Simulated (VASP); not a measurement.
# MgO (Fm-3m) in VASP: further runs

The runs below take MgO through single point, with r2SCAN.

Program: VASP 6.6.1. These are calculated values, not measurements. Logs are shortened: lines on timing, memory, paths and dates and some standing lists are left out, and cuts for length are marked.

## (1) The cell of the first run

Symmetry: Fm-3m, No. 225, cubic system. The conventional cell has a = 4.374 Å, b = 4.374 Å, c = 4.374 Å, α = 90.00°, β = 90.00°, γ = 90.00°. Mg (site symmetry m-3m) has 6 O at 2.19 Å within 2.9 Å. O (site symmetry m-3m) has 6 Mg at 2.19 Å within 2.9 Å.

## (2) Single point, r2SCAN

POSCAR reads:

```
MgO
1.0
    0.0000000000      2.1870500000      2.1870500000
    2.1870500000      0.0000000000      2.1870500000
    2.1870500000      2.1870500000      0.0000000000
Mg O
1 1
Direct
    0.0000000000      0.0000000000      0.0000000000
    0.5000000000      0.5000000000      0.5000000000
```

INCAR.step1 reads:

```
SYSTEM = MgO
ALGO = Normal
EDIFF = 1E-5
ENCUT = 660
GGA = PE
GGA_COMPAT = .False.
ISMEAR = -1
LASPH = .True.
LCHARG = .False.
LREAL = .False.
LWAVE = .True.
NBANDS = 11
NELM = 120
PREC = Accurate
SIGMA = 0.05
```

INCAR.step2 reads:

```
SYSTEM = MgO
ALGO = Normal
EDIFF = 1E-6
ENCUT = 660
GGA_COMPAT = .False.
ISIF = 2
ISMEAR = -1
ISTART = 1
LASPH = .True.
LCHARG = .True.
LELF = .True.
LMIXTAU = .True.
LREAL = .False.
LVHAR = .True.
LWAVE = .False.
METAGGA = R2SCAN
NBANDS = 11
NELM = 120
PREC = Accurate
SIGMA = 0.05
```

KPOINTS reads:

```
k-points
0
Gamma
  8 8 8
  0 0 0
```

Potentials or basis: VASP PAW PBE potentials, release 64 (Mg, O).

Started as:

```bash
$ cat potpaw_PBE.64/Mg/POTCAR potpaw_PBE.64/O/POTCAR > POTCAR
$ cp INCAR.step1 INCAR
$ mpirun -np 1 vasp_std > vasp.out
$ cp INCAR.step2 INCAR
$ mpirun -np 1 vasp_std > vasp.out
```

OUTCAR:

```text
SYSTEM = MgO
   EDIFF = 1E-6
   ENCUT = 660
   ISIF = 2
   ISMEAR = -1
   ISTART = 1
   LASPH = .True.
   LREAL = .False.
   METAGGA = R2SCAN
   NELM = 120
   PREC = Accurate

 ion  position               nearest neighbor table
   1  0.000  0.000  0.000-   2 2.19   2 2.19   2 2.19   2 2.19   2 2.19   2 2.19
   2  0.500  0.500  0.500-   1 2.19   1 2.19   1 2.19   1 2.19   1 2.19   1 2.19

  LATTYP: Found a face centered cubic cell.
 ALAT       =     4.3741000000

  Lattice vectors:

 A1 = (   0.0000000000,   2.1870500000,   2.1870500000)
 A2 = (   2.1870500000,   0.0000000000,   2.1870500000)
 A3 = (   2.1870500000,   2.1870500000,   0.0000000000)

Analysis of symmetry for initial positions (statically):
=====================================================================
 Subroutine PRICEL returns:
 Original cell was already a primitive cell.

 Routine SETGRP: Setting up the symmetry group for a
 face centered cubic supercell.

 Subroutine GETGRP returns: Found 48 space group operations
 (whereof 48 operations were pure point group operations)
 out of a pool of 48 trial point group operations.

The static configuration has the point symmetry O_h .

Analysis of symmetry for dynamics (positions and initial velocities):
=====================================================================
 Subroutine PRICEL returns:
 Original cell was already a primitive cell.

 Routine SETGRP: Setting up the symmetry group for a
 face centered cubic supercell.

 Subroutine GETGRP returns: Found 48 space group operations
 (whereof 48 operations were pure point group operations)
 out of a pool of 48 trial point group operations.

The dynamic configuration has the point symmetry O_h .

 Subroutine INISYM returns: Found 48 space group operations
 (whereof 48 operations are pure point group operations),
 and found     1 'primitive' translations

----------------------------------------------------------------------------------------

                                     Primitive cell

  volume of cell :      20.9221

  direct lattice vectors                    reciprocal lattice vectors
     0.000000000  2.187050000  2.187050000    -0.228618459  0.228618459  0.228618459
     2.187050000  0.000000000  2.187050000     0.228618459 -0.228618459  0.228618459
     2.187050000  2.187050000  0.000000000     0.228618459  0.228618459 -0.228618459

  length of vectors
     3.092955772  3.092955772  3.092955772     0.395978786  0.395978786  0.395978786

  position of ions in fractional coordinates (direct lattice)
     0.000000000  0.000000000  0.000000000
     0.500000000  0.500000000  0.500000000

  ion indices of the primitive-cell ions
   primitive index   ion index
                 1           1
                 2           2

----------------------------------------------------------------------------------------

 KPOINTS: k-points

Automatic generation of k-mesh.
 Grid dimensions read from file:
 generate k-points for:    8    8    8

 Generating k-lattice:

  Cartesian coordinates                     Fractional coordinates (reciprocal lattice)
    -0.028577307  0.028577307  0.028577307     0.125000000  0.000000000  0.000000000
     0.028577307 -0.028577307  0.028577307     0.000000000  0.125000000  0.000000000
     0.028577307  0.028577307 -0.028577307     0.000000000  0.000000000  0.125000000

  Length of vectors
     0.049497348  0.049497348  0.049497348

  Shift w.r.t. Gamma in fractional coordinates (k-lattice)
     0.000000000  0.000000000  0.000000000

 Subroutine IBZKPT returns following result:
 ===========================================

 Found     29 irreducible k-points:

 Following reciprocal coordinates:
            Coordinates               Weight
  0.000000  0.000000  0.000000      1.000000
  0.125000  0.000000  0.000000      8.000000
  0.250000  0.000000  0.000000      8.000000
  0.375000  0.000000  0.000000      8.000000
  0.500000  0.000000  0.000000      4.000000
  0.125000  0.125000  0.000000      6.000000
[... 16 lines left out ...]
  0.500000  0.250000  0.125000     48.000000
 -0.375000  0.250000  0.125000     24.000000
 [... further k-points ...]
   k-points           NKPTS =     29   k-points in BZ     NKDIM =     29   number of bands    NBANDS=     11
   number of dos      NEDOS =    301   number of ions     NIONS =      2
   total plane-waves  NPLWV =  21952
   dimension x,y,z NGX =    28 NGY =   28 NGZ =   28
   dimension x,y,z NGXF=    56 NGYF=   56 NGZF=   56
   ions per type =               1   1
   NGX,Y,Z   is equivalent  to a cutoff of  15.05, 15.05, 15.05 a.u.
   NGXF,Y,Z  is equivalent  to a cutoff of  30.10, 30.10, 30.10 a.u.
 SYSTEM =  MgO
   PREC   = accura    normal or accurate (medium, high low for compatibility)
   ISTART =      1    job   : 0-new  1-cont  2-samecut
   ICHARG =      0    charge: 1-file 2-atom 10-const
   ISPIN  =      1    spin polarized calculation?
   LNONCOLLINEAR =      F non collinear calculations
   LSORBIT =      F    spin-orbit coupling
   LASPH  =      T    aspherical Exc in radial PAW
   ENCUT  =  660.0 eV  48.51 Ry    6.96 a.u.   6.48  6.48  6.48*2*pi/ulx,y,z
   NELM   =    120;   NELMIN=  2; NELMDL=  0     # of ELM steps
   EDIFF  = 0.1E-05   stopping-criterion for ELM
   LREAL  =      F    real-space projection
   EDIFFG = 0.1E-04   stopping-criterion for IOM
   NSW    =      0    number of steps for IOM
   IBRION =     -1    ionic relax: 0-MD 1-quasi-New 2-CG
   NFREE  =      0    steps in history (QN), initial steepest desc. (CG)
   ISIF   =      2    stress and relaxation
   ISYM   =      2    0-nonsym 1-usesym 2-fastsym
   POTIM  = 0.5000    time-step for ionic-motion
   TEBEG  =    0.0;   TEEND  =   0.0 temperature during run
   PSTRESS=    0.0 pullay stress
   NELECT =       8.0000    total number of electrons
   NUPDOWN=      -1.0000    fix difference up-down
   EMIN   =  10.00;   EMAX   =-10.00  energy-range for DOS
   EFERMI =   0.00;   METHOD = LEGACY
   ISMEAR =    -1;   SIGMA  =   0.05  broadening in eV -4-tet -1-fermi 0-gaus
   EFERMI_NEDOS =   21; number of points for ismear=-14 and -15
   IALGO  =     38    algorithm
   IMIX   =      4    mixing-type and parameters
     AMIX     =   0.40;   BMIX     =  1.00
     AMIX_MAG =   1.60;   BMIX_MAG =  1.00
  volume/ion in A,a.u.               =      10.46        70.59
  Fermi-wavevector in a.u.,A,eV,Ry     =   1.188236  2.245441 19.210138  1.411905
  Thomas-Fermi vector in A             =   2.324370
   LORBIT       =      0    0 simple, 1 ext, 2 COOP (PROOUT), +10 PAW based schemes
   METAGGA = R2SCAN    functional components
   LHFCALC =     F    Hartree Fock is set to
   AEXX    =    0.0000 exact exchange contribution
   IVDW    =     0    specifies the selected vdW correction
   LEPSILON=     F    determine dielectric tensor
   LRPA    =     F    only Hartree local field effects (RPA)
 non-spin polarized calculation
  energy-cutoff  :      660.00
  volume of cell :       20.92
 maximum number of plane-waves:       821
 NGX is ok and might be reduce to    28
   NGX = 13   NGY = 13   NGZ = 13

 number of electron       8.0000000 magnetization

 Free energy of the ion-electron system (eV)
  ---------------------------------------------------
  ext. energy  EPLUGINS =         0.00000000
  ---------------------------------------------------
  free energy    TOTEN  =       -16.02759374 eV

  energy without entropy =      -16.02759374  energy(sigma->0) =      -16.02759374

 E-fermi :   3.0509     XC(G=0): -11.0237

 val. band max:        1.9941848098   @ k =   0.0000   0.0000   0.0000
 cond. band min:       6.5323237177   @ k =   0.0000   0.0000   0.0000
 fundamental gap:      4.5381389079
 Fermi energy:         3.0509228207

 k-point     1 :       0.0000    0.0000    0.0000
  band No.  band energies     occupation
      1     -15.6675      2.00000
      2       1.9942      2.00000
      3       1.9942      2.00000
      4       1.9942      2.00000
      5       6.5323      0.00000
      6      18.1578      0.00000
      7      18.1578      0.00000
      8      18.1578      0.00000
      9      21.9882      0.00000
     10      23.6413      0.00000
     11      23.6413      0.00000

 k-point     2 :       0.1250    0.0000    0.0000
  band No.  band energies     occupation
      1     -15.5377      2.00000
      2       1.1168      2.00000
      3       1.9073      2.00000
      4       1.9073      2.00000
      5       7.4341      0.00000
      6      16.5154      0.00000
      7      18.4672      0.00000
      8      18.4672      0.00000
      9      22.4901      0.00000
     10      22.4901      0.00000
     11      23.8200      0.00000

 k-point     3 :       0.2500    0.0000    0.0000
  band No.  band energies     occupation
      1     -15.2053      2.00000
      2      -0.4241      2.00000
      3       1.7059      2.00000
      4       1.7059      2.00000
      5       8.9430      0.00000
      6      14.8730      0.00000
      7      18.7766      0.00000
      8      18.7766      0.00000
      9      22.1329      0.00000
     10      22.1329      0.00000
     11      23.5948      0.00000

 k-point     4 :       0.3750    0.0000    0.0000
  band No.  band energies     occupation
      1     -14.8409      2.00000
      2      -1.6629      2.00000
      3       1.5151      2.00000
      4       1.5151      2.00000
      5       9.8632      0.00000
      6      14.3994      0.00000
      7      18.4501      0.00000
      8      18.4501      0.00000
      9      22.9039      0.00000
     10      23.4690      0.00000
     11      23.4690      0.00000
[... 239 lines left out ...]
 k-point    22 :       0.3750    0.2500    0.1250
  band No.  band energies     occupation
      1     -14.9684      2.00000
      2      -0.7386      2.00000
      3       0.9803      2.00000
      4       1.4618      2.00000
      5      10.2996      0.00000
      6      13.9635      0.00000
      7      16.9690      0.00000
      8      19.4242      0.00000
      9      20.1954      0.00000
     10      24.4274      0.00000
     11      27.4097      0.00000

 k-point    23 :       0.5000    0.2500    0.1250
  band No.  band energies     occupation
      1     -14.6825      2.00000
      2      -1.3319      2.00000
      3       0.4758      2.00000
      4       1.2391      2.00000
      5      11.4669      0.00000
      6      13.8825      0.00000
      7      15.8296      0.00000
      8      18.9661      0.00000
      9      21.6605      0.00000
     10      24.2852      0.00000
     11      27.6758      0.00000

 k-point    24 :      -0.3750    0.2500    0.1250
  band No.  band energies     occupation
      1     -14.5578      2.00000
      2      -1.5763      2.00000
      3       0.2928      2.00000
      4       1.1312      2.00000
      5      11.7967      0.00000
      6      14.1780      0.00000
      7      15.4623      0.00000
      8      18.7062      0.00000
      9      22.4058      0.00000
     10      23.9410      0.00000
     11      27.8699      0.00000

 [... further k-points ...]

------------------------ aborting loop because EDIFF is reached ----------------------------------------

  FORCE on cell =-STRESS in cart. coord.  units (eV):
  Direction    XX          YY          ZZ          XY          YZ          ZX
  --------------------------------------------------------------------------------------
  -------------------------------------------------------------------------------------
  Total       -2.1946479     -2.1946479     -2.1946479      0.0000000      0.0000000      0.0000000
  in kB     -168.0619107   -168.0619107   -168.0619107      0.0000000      0.0000000      0.0000000
  external PRESSURE =    -168.0619107 kB  Pullay stress =       0.0000000 kB

 VOLUME and BASIS-vectors are now :
 -----------------------------------------------------------------------------
  energy-cutoff  :      660.00
  volume of cell :       20.92
      direct lattice vectors                 reciprocal lattice vectors
     0.000000000  2.187050000  2.187050000    -0.228618459  0.228618459  0.228618459
     2.187050000  0.000000000  2.187050000     0.228618459 -0.228618459  0.228618459
     2.187050000  2.187050000  0.000000000     0.228618459  0.228618459 -0.228618459

 POSITION                                       TOTAL-FORCE (eV/Angst)
 -----------------------------------------------------------------------------------
      0.00000      0.00000      0.00000         0.000000      0.000000      0.000000
      2.18705      2.18705      2.18705        -0.000000     -0.000000     -0.000000
 -----------------------------------------------------------------------------------
    total drift:                                0.000000      0.000000      0.000000

  FREE ENERGIE OF THE ION-ELECTRON SYSTEM (eV)
  ---------------------------------------------------
  free  energy   TOTEN  =       -16.0275937354 eV

  energy  without entropy=      -16.0275937353  energy(sigma->0) =      -16.02759374
```

Wall time 69 s (1 thread of Intel Xeon 8259CL, shared host); peak memory 0.17 GiB.

What came out:

| Item | Value |
| --- | --- |
| Free energy | -16.0276 eV |
| Pressure | -16.8 GPa |
| Band gap on the k mesh | 4.54 eV, direct |

Levels at points of the mesh, in eV from the valence-band top:
```csv
k point,band 1,band 2,band 3,band 4,band 5,band 6,band 7,band 8,band 9
"(0.00, 0.00, 0.00)",-17.66,0.00,0.00,0.00,4.54,16.16,16.16,16.16,19.99
"(0.50, 0.00, 0.00)",-16.67,-4.13,-0.56,-0.56,8.07,12.49,16.25,16.25,20.67
"(0.50, 0.50, 0.00)",-16.46,-3.65,-1.22,-1.22,9.84,9.85,13.07,18.64,18.64
```

Caveat: the PAW data sets were made with another functional, which shifts forces and pressure a little. r2SCAN opens gaps a little over a GGA but as a rule still falls short of measured ones.

(Continued in part 2 of 2.)
